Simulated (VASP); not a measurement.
In2Sb:

```
In Sb
1.0
     5.37990    0.00000    0.00000
    -2.68995    4.65913    0.00000
     0.00000    0.00000    6.72255
In Sb
4 2
Direct
  0.66667 0.33333 0.25000
  0.33333 0.66667 0.75000
  0.00000 0.00000 0.50000
  0.00000 0.00000 0.00000
  0.66667 0.33333 0.75000
  0.33333 0.66667 0.25000
```

Program: VASP 6.6.1. Alike in all runs: task single point; level PBEsol; potentials or basis VASP PAW PBE potentials, release 64 (In_d, Sb); no spin polarisation; cell as given; cutoff (eV) 520. Hardware: 1 thread of Intel Xeon 8259CL, with other jobs on the host.

Order these runs on this cell by their wall time, lowest first.
A. k mesh 3 × 3 × 1; smearing gaussian 0.1 eV
B. k mesh 6 × 6 × 3; smearing gaussian 0.2 eV
C. k mesh 6 × 6 × 4; smearing gaussian 0.1 eV

A (54 s), B (110 s), C (240 s).

Caveats: some runs use coarse meshes.
